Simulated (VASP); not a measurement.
**Se: relaxation of cell and atoms with PBE**

Crystal: Se.

```
CELL_PARAMETERS angstrom
3.10000 0.00000 0.00000
-1.55000 2.68468 0.00000
0.00000 0.00000 5.06230
ATOMIC_POSITIONS crystal
Se 0.33333 0.66667 0.25000
Se 0.66667 0.33333 0.75000
```

- Program: VASP 6.6.1
- Task: relaxation of cell and atoms
- Functional: PBE
- Potentials or basis: VASP PAW PBE potentials, release 64 (Se)
- Cutoff: 600 eV
- k mesh: 6 × 6 × 4
- Occupations: fermi-dirac, width 0.01 eV
- Spin: no spin polarisation
- Dipole correction: no
- Further INCAR settings: ALGO = Normal; EDIFF = 1e-06; IBRION = 2; EDIFFG = -0.03; NSW = 80; ISIF = 3

```yaml
Relaxed_volume: 21.94 Å³/atom
Relaxed_cell: a = 3.597 Å, b = 3.597 Å, c = 3.916 Å, α = 90.00°, β = 90.00°, γ = 120.00°
Space_group_after_relaxing_to_0.05_Å: P6_3/mmc (No. 194)
Energy_gained_by_relaxing: 359.3 meV/atom
Ionic_steps: 18
Pressure_after_relaxing: -0.1 GPa
Band_gap_on_the_k_mesh: zero (band 6 reaches 5.81 eV, above the bottom of band 7 at 3.11 eV)
```

The path:
| step | energy change (eV) | largest force (eV/Å) | pressure (GPa) | volume (Å³) |
| --- | --- | --- | --- | --- |
| 1 | 0.0000 | 0.0000 | -1.55 | 42.13 |
| 2 | -0.1019 | 0.0000 | 0.50 | 40.86 |
| 3 | -0.3786 | 0.0000 | 12.89 | 36.59 |
| 4 | -0.3940 | 0.0000 | 5.80 | 38.11 |
| 5 | -0.3996 | 0.0000 | 9.60 | 37.31 |
| 6 | -0.4276 | 0.0000 | 9.78 | 37.44 |
| 7 | -0.5197 | 0.0000 | 10.28 | 37.78 |
| 8 | -0.4582 | 0.0000 | 14.71 | 38.15 |
| 9 | -0.5357 | 0.0000 | 12.05 | 38.03 |
| 10 | -0.5471 | 0.0000 | 11.18 | 37.95 |
| 11 | -0.6171 | 0.0000 | 7.96 | 39.15 |
| 12 | -0.7080 | 0.0000 | 1.27 | 42.59 |
| 13 | -0.7137 | 0.0000 | -0.22 | 43.60 |
| 14 | -0.7138 | 0.0000 | -0.42 | 43.75 |
| 15 | -0.7158 | 0.0000 | -0.42 | 43.81 |
| 16 | -0.7182 | 0.0000 | -0.29 | 43.95 |
| 17 | -0.7184 | 0.0000 | -0.27 | 44.00 |
| 18 | -0.7185 | 0.0000 | -0.10 | 43.89 |

Final structure:
```cif
data_structure
_symmetry_space_group_name_H-M 'P 1'
_symmetry_Int_Tables_number 1
_cell_length_a 3.5975
_cell_length_b 3.5975
_cell_length_c 3.9159
_cell_angle_alpha 90.000
_cell_angle_beta 90.000
_cell_angle_gamma 120.000
_cell_volume 43.89
loop_
_atom_site_label
_atom_site_type_symbol
_atom_site_fract_x
_atom_site_fract_y
_atom_site_fract_z
_atom_site_occupancy
Se1 Se 0.33333 0.66667 0.25000 1
Se2 Se 0.66667 0.33333 0.75000 1
```

Levels at points of the mesh, in eV from the Fermi level:
```csv
k point,band 3,band 4,band 5,band 6,band 7,band 8,band 9,band 10
"(0.00, 0.00, 0.00)",-4.87,-1.80,-1.80,1.18,1.18,3.71,4.54,7.68
"(0.50, 0.00, 0.00)",-4.10,-3.43,-2.69,-0.84,-0.50,2.40,4.36,9.81
"(0.00, 0.00, 0.50)",-0.71,-0.71,-0.25,-0.25,-0.25,-0.25,8.58,8.58
"(0.50, 0.00, 0.50)",-6.02,-6.02,-1.33,-1.33,1.38,1.38,8.85,8.85
```

It took 110 s on 1 thread of Intel(R) Xeon(R) Platinum 8259CL CPU @ 2.50GHz (Skylake/Cascade Lake) (shared host), peak memory 0.18 GiB.

Caveat: the k points lie up to 0.40 Å⁻¹ apart in the final cell.
